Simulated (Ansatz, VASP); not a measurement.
## Two plane-wave programs on AlCu

```
Al Cu
1.0
     2.88210    0.00000    0.00000
     0.00000    2.88210    0.00000
     0.00000    0.00000    2.88210
Al Cu
1 1
Cartesian
  -0.0748 0.0000 0.0000
  1.4728 1.4410 1.4410
```

Change from the starting cell: mode 4 frozen in at -0.077 Å, equal normal strain along x, y and z -0.0250.

Alike in both runs: task single point; functional PBEsol; k mesh 16 × 16 × 16; occupations gaussian, width 0.15 eV; no spin polarisation.

|  | VASP | Ansatz |
| --- | --- | --- |
| version | VASP 6.6.1 | Ansatz 0.2.0 |
| potentials or method | VASP PAW PBE potentials, release 64 (Al, Cu), cutoff 520 eV | scalar-relativistic, plane waves, PAW |
| valence electrons in the cell | 14 | 22 |

|  | VASP | Ansatz | Ansatz less VASP |
| --- | --- | --- | --- |
| gap on the k mesh at the Fermi level (eV) | none | none | - |
| pressure (GPa) | 12.5 | 12.4 | -0.13 |
| traceless stress, the component that is largest in VASP (GPa) | -0.52 | -0.51 | +0.011 |
| rms of the force components (eV/Å) | 0.377 | 0.375 | -0.0022 |

VASP's potentials were made for PBE, not for PBEsol, and Ansatz warns of the same on its side. Atom by atom the forces differ by 0.002 eV/Å (rms over components). A gap of «none» marks a metal or a gap that the smearing closes. VASP's potentials hold 14 valence electrons a cell and Ansatz's 22, so a difference there can come from the potentials and not from the codes.
